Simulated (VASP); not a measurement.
A run of VASP 6.6.1:

INCAR

```
SYSTEM = HgS
PREC     = Accurate       ! precision mode
ENCUT    = 500            ! plane-wave cutoff, eV
EDIFF    = 1E-6           ! SCF threshold, eV
ISMEAR   = 0              ! smearing method
SIGMA    = 0.01           ! smearing width, eV
LREAL    = .False.        ! projectors in reciprocal space
LASPH    = .True.         ! aspherical terms in the spheres
NELM     = 120            ! most SCF steps
ALGO     = Normal         ! electronic algorithm
ISIF     = 2              ! what is computed and relaxed
LWAVE    = .False.        ! write WAVECAR
LCHARG   = .False.        ! write CHGCAR
GGA      = RP             ! functional
NBANDS   = 16             ! bands
ISYM     = 0            
GGA_COMPAT= .False.
```

The input KPOINTS:

```
Automatic mesh
0
Gamma
  6 6 6
  0.5 0.5 0.5
```

POSCAR

```
HgS
1.0
    0.0000000000      2.9258500000      2.9258500000
    2.9258500000      0.0000000000      2.9258500000
    2.9258500000      2.9258500000      0.0000000000
Hg S
1 1
Direct
    0.0000000000      0.0000000000      0.0000000000
    0.2500000000      0.2500000000      0.2500000000
```

Potentials or basis: VASP PAW PBE potentials, release 64 (Hg, S).

The run is started by

```sh
$ cat potpaw_PBE.64/Hg/POTCAR potpaw_PBE.64/S/POTCAR > POTCAR
$ mpirun -np 1 vasp_std > vasp.out
```

Hardware: 1 thread of Intel Xeon 8259CL (shared host).

Task: How long does it take, and how much memory?

Result: Run time: 4.7 min on 1 thread of Intel Xeon 8259CL, on a shared host, peak memory 0.43 GiB. Counts: scf iterations 14, k points 432.
